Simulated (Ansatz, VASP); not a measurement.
Given: the input of a run of VASP 6.6.1 on CuAu.

The input INCAR:

```
ALGO     = Normal         # electronic algorithm
EDIFF    = 1E-6           # SCF threshold, eV
ENCUT    = 520            # plane-wave cutoff, eV
GGA      = PE             # functional
ISIF     = 2              # what is computed and relaxed
ISMEAR   = -1             # smearing method
LASPH    = T              # aspherical terms in the spheres
LCHARG   = T              # write CHGCAR
LELF     = T              # ELF
LREAL    = F              # projectors in reciprocal space
LVHAR    = T            
LWAVE    = F              # write WAVECAR
NBANDS   = 18             # bands
NELM     = 100            # most SCF steps
PREC     = Accurate       # precision mode
SIGMA    = 0.05           # smearing width, eV
```

KPOINTS

```
k-points
0
Gamma
  11 11 11
```

POSCAR

```
CuAu
1.0
    1.4235536889      0.8218891055      4.1986478884
   -1.4235536889      0.8218891055      4.1986478884
    0.0000000000     -1.6437782110      4.1986478884
Au Cu
1 1
Direct
    0.0000000000      0.0000000000      0.0000000000
    0.5000000000      0.5000000000      0.5000000000
```

Potentials or basis: VASP PAW PBE potentials, release 64 (Au, Cu).

Launch:

```console
$ cat potpaw_PBE.64/Au/POTCAR potpaw_PBE.64/Cu/POTCAR > POTCAR
$ mpirun -np 1 vasp_std > vasp.out
```

Task: Set up the same calculation for Ansatz 0.2.0. Potentials there: Ansatz PAW.

Result: As run (the cutoff follows the program's own potentials):

File input.yaml:

```yaml
crystal:
  lattice:
    - [1.4235536889, 0.8218891055, 4.1986478884]
    - [-1.4235536889, 0.8218891055, 4.1986478884]
    - [0.0, -1.643778211, 4.1986478884]
  atoms:
    - { symbol: Au, position: [0.0, 0.0, 0.0] }
    - { symbol: Cu, position: [0.5, 0.5, 0.5] }
hamiltonian:
  xc: pbe
  pseudopotentials: { kind: paw }
kpoints:
  mp_grid: { grid: [11, 11, 11] }
scf:
  occupations: { method: fermi_dirac, width: 0.05 }
output:
  forces: true
  stress: true
  eigenvalues: true
```

Potentials or basis: Ansatz PAW.

The run is started by

```console
$ ansatz run input.yaml --threads 2 --pin off --max-ram 5120MiB --backend cpu --events-out ev --progress --plain --runs-dir out
```

Both were run:

|  | VASP | Ansatz | Ansatz less VASP |
| --- | --- | --- | --- |
| gap on the k mesh at the Fermi level (eV) | none | none | - |
| pressure (GPa) | 5.7 | 5.8 | +0.11 |
| traceless stress, the component that is largest in VASP (GPa) | 1.88 | 1.76 | -0.119 |

A gap of «none» marks a metal or a gap that the smearing closes. With one functional, cell and mesh, what is left measures potentials, basis and numerics. VASP's potentials hold 22 valence electrons a cell and Ansatz's 38, so a difference there can come from the potentials and not from the codes.

Spin-orbit coupling is off throughout.
